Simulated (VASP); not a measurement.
# PtSe2 (Sudovikovite) (P-3m1) in VASP: settings compared

The runs below take PtSe2 (Sudovikovite) through single point, relaxation of cell and atoms, with LDA, PBE.

Everything below comes from runs of VASP 6.6.1. Logs are shortened: lines on timing, memory, paths and dates and some standing lists are left out, and cuts for length are marked.

### Step 1. The cell of the first run

The structure is trigonal, space group P-3m1 (No. 164). Conventional cell: a = 3.738 Å, b = 3.738 Å, c = 4.763 Å, α = 90.00°, β = 90.00°, γ = 120.00°. Pt (site symmetry -3m) has 6 Se at 2.50 Å within 3.3 Å. Within 3.3 Å of Se (site symmetry 3m) lie 3 Pt at 2.50 Å and 3 Se at 3.11 Å.

### Step 2. Single point, LDA

Contents of INCAR:

```
  PREC = Accurate
  ENCUT = 520
  EDIFF = 1E-7
  ISMEAR = -1
  SIGMA = 0.05
  LREAL = F
  LASPH = T
  NELM = 60
  ALGO = Normal
  ISIF = 2
  LWAVE = F
  LCHARG = T
  LELF = T
  LVHAR = T
  NBANDS = 18
```

Contents of KPOINTS:

```
Automatic mesh
0
Gamma
  8 8 5
```

Contents of POSCAR:

```
PtSe2
1.0
    3.7383356578      0.0000000000      0.0000000000
   -1.8691678289      3.2374936475      0.0000000000
    0.0000000000      0.0000000000      4.7631515377
Pt Se
1 2
Direct
    0.0000000000      0.0000000000      0.0000000000
    0.6666666667      0.3333333333      0.7346320301
    0.3333333333      0.6666666667      0.2653679699
```

Potentials or basis: VASP PAW LDA potentials, release 64 (Pt, Se).

Started as:

```console
$ cat potpaw_LDA.64/Pt/POTCAR potpaw_LDA.64/Se/POTCAR > POTCAR
$ mpirun -np 1 vasp_std > vasp.out
```

OUTCAR:

```text
PREC = Accurate
   ENCUT = 520
   EDIFF = 1E-7
   ISMEAR = -1
   LREAL = F
   LASPH = T
   NELM = 60
   ISIF = 2

 ion  position               nearest neighbor table
   1  0.000  0.000  0.000-   2 2.50   3 2.50   3 2.50   2 2.50   2 2.50   3 2.50
   2  0.667  0.333  0.735-   1 2.50   1 2.50   1 2.50
   3  0.333  0.667  0.265-   1 2.50   1 2.50   1 2.50

  LATTYP: Found a hexagonal cell.
 ALAT       =     3.7383356578
 C/A-ratio  =     1.2741369352

  Lattice vectors:

 A1 = (   3.7383356578,   0.0000000000,   0.0000000000)
 A2 = (  -1.8691678289,   3.2374936475,   0.0000000000)
 A3 = (   0.0000000000,   0.0000000000,   4.7631515377)

Analysis of symmetry for initial positions (statically):
=====================================================================
 Subroutine PRICEL returns:
 Original cell was already a primitive cell.

 Routine SETGRP: Setting up the symmetry group for a
 hexagonal supercell.

 Subroutine GETGRP returns: Found 12 space group operations
 (whereof 12 operations were pure point group operations)
 out of a pool of 24 trial point group operations.

The static configuration has the point symmetry D_3d.

Analysis of symmetry for dynamics (positions and initial velocities):
=====================================================================
 Subroutine PRICEL returns:
 Original cell was already a primitive cell.

 Routine SETGRP: Setting up the symmetry group for a
 hexagonal supercell.

 Subroutine GETGRP returns: Found 12 space group operations
 (whereof 12 operations were pure point group operations)
 out of a pool of 24 trial point group operations.

The dynamic configuration has the point symmetry D_3d.

 Subroutine INISYM returns: Found 12 space group operations
 (whereof 12 operations are pure point group operations),
 and found     1 'primitive' translations

----------------------------------------------------------------------------------------

                                     Primitive cell

  volume of cell :      57.6477

  direct lattice vectors                    reciprocal lattice vectors
     3.738335658  0.000000000  0.000000000     0.267498719  0.154440457  0.000000000
    -1.869167829  3.237493648  0.000000000     0.000000000  0.308880915  0.000000000
     0.000000000  0.000000000  4.763151538     0.000000000  0.000000000  0.209945032

  length of vectors
     3.738335658  3.738335658  4.763151538     0.308880915  0.308880915  0.209945032

  position of ions in fractional coordinates (direct lattice)
     0.000000000  0.000000000  0.000000000
     0.666666667  0.333333333  0.734632030
     0.333333333  0.666666667  0.265367970

  ion indices of the primitive-cell ions
   primitive index   ion index
                 1           1
                 2           2
                 3           3

----------------------------------------------------------------------------------------

 KPOINTS: Automatic mesh

Automatic generation of k-mesh.
 Grid dimensions read from file:
 generate k-points for:    8    8    5

 Generating k-lattice:

  Cartesian coordinates                     Fractional coordinates (reciprocal lattice)
     0.033437340  0.019305057  0.000000000     0.125000000 -0.000000000  0.000000000
     0.000000000  0.038610114  0.000000000     0.000000000  0.125000000  0.000000000
     0.000000000  0.000000000  0.041989006     0.000000000  0.000000000  0.200000000

  Length of vectors
     0.038610114  0.038610114  0.041989006

  Shift w.r.t. Gamma in fractional coordinates (k-lattice)
     0.000000000  0.000000000  0.000000000

 Subroutine IBZKPT returns following result:
 ===========================================

 Found     40 irreducible k-points:

 Following reciprocal coordinates:
            Coordinates               Weight
  0.000000  0.000000  0.000000      1.000000
  0.125000 -0.000000  0.000000      6.000000
  0.250000 -0.000000  0.000000      6.000000
  0.375000 -0.000000  0.000000      6.000000
  0.500000 -0.000000  0.000000      3.000000
  0.125000  0.125000  0.000000      6.000000
[... 16 lines left out ...]
[... 41 lines left out ...]
  free energy    TOTEN  =       -17.09879585 eV

  energy without entropy =      -17.09504612  energy(sigma->0) =      -17.09692098

 E-fermi :   7.1545     XC(G=0): -11.2153

 val. band max:        7.0650127176   @ k =   0.3750   0.2500   0.0000
 cond. band min:       7.2678210819   @ k =  -0.1250   0.3750   0.2000
 fundamental gap:      0.2028083643
 Fermi energy:         7.1545003317

 k-point     1 :       0.0000    0.0000    0.0000
  band No.  band energies     occupation
      1      -8.8242      2.00000
      2      -5.5191      2.00000
      3      -0.2500      2.00000
      4       0.6300      2.00000
      5       0.6300      2.00000
      6       3.1777      2.00000
[... 10 lines left out ...]
     17      14.3344      0.00000
     18      18.8371      0.00000

 k-point     2 :       0.1250   -0.0000    0.0000
  band No.  band energies     occupation
      1      -8.6491      2.00000
      2      -5.6299      2.00000
      3      -0.0349      2.00000
      4       0.7431      2.00000
      5       0.8090      2.00000
      6       2.9175      2.00000
[... 10 lines left out ...]
     17      14.8441      0.00000
     18      16.9230      0.00000

 k-point     3 :       0.2500   -0.0000    0.0000
  band No.  band energies     occupation
      1      -8.1608      2.00000
      2      -5.9090      2.00000
      3       0.5345      2.00000
      4       1.0288      2.00000
      5       1.2140      2.00000
      6       1.9347      2.00000
[... 10 lines left out ...]
     17      15.3541      0.00000
     18      15.4655      0.00000

 k-point     4 :       0.3750   -0.0000    0.0000
  band No.  band energies     occupation
      1      -7.4851      2.00000
      2      -6.2821      2.00000
      3       0.2759      2.00000
      4       1.3054      2.00000
      5       1.3801      2.00000
      6       2.2973      2.00000
[... 375 lines left out ...]
      4       1.0419      2.00000
      5       1.8633      2.00000
      6       1.9222      2.00000
[... 10 lines left out ...]
     17      16.4716      0.00000
     18      17.1153      0.00000

 k-point    23 :      -0.1250    0.5000    0.2000
  band No.  band energies     occupation
      1      -7.1062      2.00000
      2      -6.3934      2.00000
      3      -0.2649      2.00000
      4       0.8115      2.00000
      5       1.4111      2.00000
      6       2.6691      2.00000
[... 10 lines left out ...]
     17      16.2002      0.00000
     18      17.5567      0.00000

 k-point    24 :       0.2500    0.2500    0.2000
  band No.  band energies     occupation
      1      -7.0931      2.00000
      2      -6.4255      2.00000
      3       0.2732      2.00000
      4       0.7171      2.00000
      5       1.2447      2.00000
      6       2.1778      2.00000
[... 10 lines left out ...]
     17      15.2262      0.00000
     18      16.3514      0.00000

 [... further k-points ...]

------------------------ aborting loop because EDIFF is reached ----------------------------------------

  FORCE on cell =-STRESS in cart. coord.  units (eV):
  Direction    XX          YY          ZZ          XY          YZ          ZX
  --------------------------------------------------------------------------------------
  -------------------------------------------------------------------------------------
  Total        0.1846719      0.1846719      0.1154358      0.0000000      0.0000000      0.0000000
  in kB        5.1325087      5.1325087      3.2082591      0.0000000      0.0000000      0.0000000
  external PRESSURE =       4.4910922 kB  Pullay stress =       0.0000000 kB

 VOLUME and BASIS-vectors are now :
 -----------------------------------------------------------------------------
  energy-cutoff  :      520.00
  volume of cell :       57.65
      direct lattice vectors                 reciprocal lattice vectors
     3.738335658  0.000000000  0.000000000     0.267498719  0.154440457  0.000000000
    -1.869167829  3.237493648  0.000000000     0.000000000  0.308880915  0.000000000
     0.000000000  0.000000000  4.763151538     0.000000000  0.000000000  0.209945032

 POSITION                                       TOTAL-FORCE (eV/Angst)
 -----------------------------------------------------------------------------------
      0.00000      0.00000      0.00000         0.000000      0.000000      0.000000
      1.86917      1.07916      3.49916         0.000000      0.000000     -0.055866
     -0.00000      2.15833      1.26399        -0.000000      0.000000      0.055866
 -----------------------------------------------------------------------------------
    total drift:                                0.000000     -0.000000      0.000000

  FREE ENERGIE OF THE ION-ELECTRON SYSTEM (eV)
  ---------------------------------------------------
  free  energy   TOTEN  =       -17.0987958488 eV

  energy  without entropy=      -17.0950461176  energy(sigma->0) =      -17.09692098
```

Wall time 16 s (1 thread of Intel Xeon Platinum 8559C (Emerald Rapids), shared host); peak memory 0.18 GiB.

What came out:

```
Free energy            : -17.0988 eV
Pressure               : 0.4 GPa
Largest force          : 0.056 eV/Å
Band gap on the k mesh : zero (band 11 reaches 7.96 eV, above the bottom of band 12 at 7.07 eV)
```

Forces in eV/Å, atoms in the order of the input:
```
Pt   0.000  0.000  0.000
Se   0.000  0.000 -0.056
Se   0.000  0.000  0.056
```

Levels at points of the mesh, in eV from the Fermi level:
```
           k point  band 9  band 10  band 11  band 12  band 13  band 14
(0.00, 0.00, 0.00)   -1.07    -1.07     0.81     1.05     1.05     3.11
(0.50, 0.00, 0.00)   -3.48    -3.41    -3.02     0.46     2.58     5.05
```

Caveat: spin-orbit coupling is left out, which moves the levels of the heavy elements.

### Step 3. Single point, PBE

This run uses another cell than the first one, of 20.27 Å³/atom, 1.055 times its volume.

Contents of INCAR:

```
  PREC = Accurate
  ENCUT = 520
  EDIFF = 1E-7
  ISMEAR = 0
  SIGMA = 0.011
  LREAL = F
  LASPH = T
  NELM = 80
  ALGO = Normal
  ISIF = 2
  LWAVE = F
  LCHARG = F
  GGA = PE
  NBANDS = 18
```

Contents of KPOINTS:

```
regular mesh
0
Gamma
  8 8 5
```

Contents of POSCAR:

```
PtSe2
1.0
    3.7240000000      0.0000000000      0.0000000000
   -1.8620000000      3.2250786037      0.0000000000
    0.0000000000      0.0000000000      5.0620000000
Pt Se
1 2
Direct
    0.0000000000      0.0000000000      0.0000000000
    0.6666666667      0.3333333333      0.7500000000
    0.3333333333      0.6666666667      0.2500000000
```

Potentials or basis: VASP PAW PBE potentials, release 64 (Pt, Se).

Started as:

```console
$ cat potpaw_PBE.64/Pt/POTCAR potpaw_PBE.64/Se/POTCAR > POTCAR
$ mpirun -np 1 vasp_std > vasp.out
```

Run time: 19 s. Hardware: 1 thread of Intel Xeon Platinum 8559C (Emerald Rapids), shared host; peak memory 0.2 GiB.

The run converged. Its results:

| Property | Result |
| --- | --- |
| Free energy | -14.1850 eV |
| Pressure | 7.3 GPa |
| Largest force | 0.575 eV/Å |
| Band gap on the k mesh | zero (band 11 reaches 6.95 eV, above the bottom of band 12 at 6.65 eV) |

Forces on the atoms (eV/Å):
```
Pt   0.000  0.000  0.000
Se   0.000  0.000 -0.575
Se   0.000  0.000  0.575
```

Stress tensor (GPa, compression positive):
```
7.89 0.00 0.00
0.00 7.89 0.00
0.00 0.00 6.16
```

Levels at points of the mesh, in eV from the Fermi level:
```
           k point  band 9  band 10  band 11  band 12  band 13  band 14
(0.00, 0.00, 0.00)   -1.17    -1.17     0.31     1.36     1.36     3.51
(0.50, 0.00, 0.00)   -3.64    -3.55    -3.09     0.56     2.25     4.67
```

Caveat: spin-orbit coupling is left out, which moves the levels of the heavy elements.

### Step 4. Single point, PBE

This run uses another cell than the first one, of 26.62 Å³/atom, 1.385 times its volume.

Contents of INCAR:

```
  PREC = Accurate
  ENCUT = 520
  EDIFF = 1E-6
  ISMEAR = -1
  SIGMA = 0.05
  LREAL = F
  LASPH = T
  NELM = 100
  ALGO = Normal
  ISIF = 2
  LWAVE = F
  LCHARG = F
  GGA = PE
  NBANDS = 18
```

Contents of KPOINTS:

```
Automatic mesh
0
Gamma
  8 8 5
```

Contents of POSCAR:

```
PtSe2
1.0
    3.7512173834      0.0000000000      0.0000000000
   -1.8756086917      3.2486495491      0.0000000000
    0.0000000000      0.0000000000      6.5528436296
Pt Se
1 2
Direct
    0.0000000000      0.0000000000      0.0000000000
    0.6666666667      0.3333333333      0.8005554245
    0.3333333333      0.6666666667      0.1994445755
```

Started as:

```console
$ cat potpaw_PBE.64/Pt/POTCAR potpaw_PBE.64/Se/POTCAR > POTCAR
$ mpirun -np 1 vasp_std > vasp.out
```

It took 24 s on 1 thread of Intel Xeon Platinum 8559C (Emerald Rapids), shared host; peak memory 0.22 GiB.

Results (log left out):

```
Free energy            : -14.3036 eV
Pressure               : 0.0 GPa
Band gap on the k mesh : 0.89 eV, indirect (least direct gap 1.11 eV)
```

Forces in eV/Å, atoms in the order of the input:
```
Pt   0.000  0.000  0.000
Se   0.000  0.000  0.002
Se   0.000  0.000 -0.002
```

Levels at points of the mesh, in eV from the valence-band top:
```csv
k point,band 9,band 10,band 11,band 12,band 13,band 14
"(0.00, 0.00, 0.00)",-0.27,-0.27,-0.25,2.63,2.63,4.16
"(0.50, 0.00, 0.00)",-2.16,-2.10,-1.84,1.95,2.50,4.65
```

Caveat: spin-orbit coupling is left out, which moves the levels of the heavy elements; this functional lacks dispersion, which binds the layers, so the pressure and a relaxed spacing across them are unreliable. A hybrid or GW would open this gap; PBE tends to underestimate it.

### Step 5. Relaxation of cell and atoms, PBE

This run uses another cell than the first one, of 20.27 Å³/atom, 1.055 times its volume.

Contents of INCAR:

```
SYSTEM = PtSe2
PREC = Accurate ; ENCUT = 600
EDIFF = 1E-6 ; ISMEAR = -1
SIGMA = 0.05 ; LREAL = .FALSE.
LASPH = .TRUE. ; NELM = 60
ALGO = Normal ; ISIF = 3
LWAVE = .FALSE. ; LCHARG = .FALSE.
GGA = PE ; IBRION = 2
NSW = 60 ; EDIFFG = -0.01
```

Contents of KPOINTS:

```
Automatic mesh
0
G
  8 8 5
  0 0 0
```

Contents of POSCAR:

```
PtSe2
1.0
    3.7240000000      0.0000000000      0.0000000000
   -1.8620000000      3.2250786037      0.0000000000
    0.0000000000      0.0000000000      5.0620000000
Pt Se
1 2
Direct
    0.0000000000      0.0000000000      0.0000000000
    0.6666666667      0.3333333333      0.7500000000
    0.3333333333      0.6666666667      0.2500000000
```

Started as:

```console
$ cat potpaw_PBE.64/Pt/POTCAR potpaw_PBE.64/Se/POTCAR > POTCAR
$ mpirun -np 1 vasp_std > vasp.out
```

Run time: 9.4 min. Hardware: 1 thread of Intel Xeon Platinum 8559C (Emerald Rapids), shared host; peak memory 0.23 GiB.

The run converged. Its results:

```
Free energy                            : -14.3001 eV
Relaxed volume                         : 26.22 Å³/atom
Relaxed cell                           : a = 3.751 Å, b = 3.751 Å, c = 6.455 Å, α = 90.00°, β = 90.00°, γ = 120.00°
Space group after relaxing (to 0.05 Å) : P-3m1 (No. 164)
Energy gained by relaxing              : 37.2 meV/atom
Ionic steps                            : 46
Pressure after relaxing                : 0.0 GPa
Largest force after relaxing           : 0.009 eV/Å
Band gap on the k mesh                 : 0.85 eV, indirect (least direct gap 1.07 eV)
```

Forces on the atoms (eV/Å):
```
Pt   0.000  0.000  0.000
Se   0.000  0.000 -0.009
Se   0.000  0.000  0.009
```

Step by step:
```csv
step,energy change (eV),largest force (eV/Å),pressure (GPa),volume (Å³)
1,0.0000,0.5987,7.32,60.80
3,-0.0739,0.1128,-0.04,63.95
5,-0.0751,0.0892,0.12,64.04
7,-0.0833,0.0090,0.08,65.53
9,-0.0897,0.0960,0.13,67.76
11,-0.0980,0.0771,-0.73,69.87
13,-0.0999,0.1652,-1.13,71.14
15,-0.1039,0.1504,-0.65,71.73
17,-0.1057,0.1252,-0.09,72.37
19,-0.1068,0.0492,0.26,72.25
21,-0.1070,0.0066,0.42,72.19
23,-0.1077,0.0215,0.01,72.58
25,-0.1078,0.0150,0.02,72.66
27,-0.1083,0.0123,0.13,73.04
29,-0.1085,0.1308,0.61,74.53
31,-0.1089,0.0839,0.42,73.95
33,-0.1090,0.0802,0.36,74.10
35,-0.1096,0.0650,0.20,74.71
37,-0.1099,0.0146,-0.38,77.17
39,-0.1103,0.0326,-0.14,76.45
41,-0.1117,0.0280,0.10,78.19
43,-0.1116,0.0283,0.18,78.72
45,-0.1116,0.0128,-0.08,78.88
46,-0.1117,0.0089,0.03,78.66
```

Final structure:
```cif
data_structure
_symmetry_space_group_name_H-M 'P 1'
_symmetry_Int_Tables_number 1
_cell_length_a 3.7512
_cell_length_b 3.7512
_cell_length_c 6.4552
_cell_angle_alpha 90.000
_cell_angle_beta 90.000
_cell_angle_gamma 120.000
_cell_volume 78.66
loop_
_atom_site_label
_atom_site_type_symbol
_atom_site_fract_x
_atom_site_fract_y
_atom_site_fract_z
_atom_site_occupancy
Pt1 Pt 0.00000 0.00000 0.00000 1
Se1 Se 0.66667 0.33333 0.79770 1
Se2 Se 0.33333 0.66667 0.20230 1
```

Levels at points of the mesh, in eV from the valence-band top:
| k point | band 8 | band 9 | band 10 | band 11 | band 12 | band 13 | band 14 | band 15 |
| --- | --- | --- | --- | --- | --- | --- | --- | --- |
| (0.00, 0.00, 0.00) | -1.64 | -0.30 | -0.30 | -0.22 | 2.60 | 2.60 | 4.16 | 5.16 |
| (0.50, 0.00, 0.00) | -2.52 | -2.19 | -2.14 | -1.90 | 1.90 | 2.48 | 4.65 | 6.02 |

Caveat: the volume moved by over 15 % at a fixed basis, so the end points are rough; spin-orbit coupling is left out, which moves the levels of the heavy elements; this functional lacks dispersion, which binds the layers, so the pressure and a relaxed spacing across them are unreliable; the volume moved by +29 % from the deposited cell, more than functionals usually miss. Zero-point motion and thermal expansion aren't in these numbers.

### Step 6. Summary

```csv
task,level,potentials or basis,cell,cutoff (eV),smearing,gap on the mesh (eV),pressure (GPa),largest force (eV/Å)
single point,LDA,"VASP PAW LDA potentials, release 64 (Pt, Se)","a = 3.738, b = 3.738, c = 4.763 Å, angles 90.0, 90.0, 120.0°, 3 atoms",520,fermi-dirac 0.05 eV,none,0.4,0.06
single point,PBE,"VASP PAW PBE potentials, release 64 (Pt, Se)","a = 3.724, b = 3.724, c = 5.062 Å, angles 90.0, 90.0, 120.0°, 3 atoms",520,gaussian 0.011 eV,none,7.3,0.58
single point,PBE,"VASP PAW PBE potentials, release 64 (Pt, Se)","a = 3.751, b = 3.751, c = 6.553 Å, angles 90.0, 90.0, 120.0°, 3 atoms",520,fermi-dirac 0.05 eV,0.89,0.0,-
relaxation of cell and atoms,PBE,"VASP PAW PBE potentials, release 64 (Pt, Se)","relaxed from a = 3.724, b = 3.724, c = 5.062 Å, angles 90.0, 90.0, 120.0°, 3 atoms",600,fermi-dirac 0.05 eV,0.85,0.0,0.01
```

Alike in all rows: no spin polarisation; k mesh 8 × 8 × 5.

Caveats: spin-orbit coupling is left out, which moves the levels of the heavy elements; this functional lacks dispersion, which binds the layers, so the pressure and a relaxed spacing across them are unreliable (some runs); the volume moved by over 15 % at a fixed basis, so the end points are rough (some runs); the volume moved by +29 % from the deposited cell, more than functionals usually miss (some runs).

Absolute energies hang on the potentials; compare differences alone.
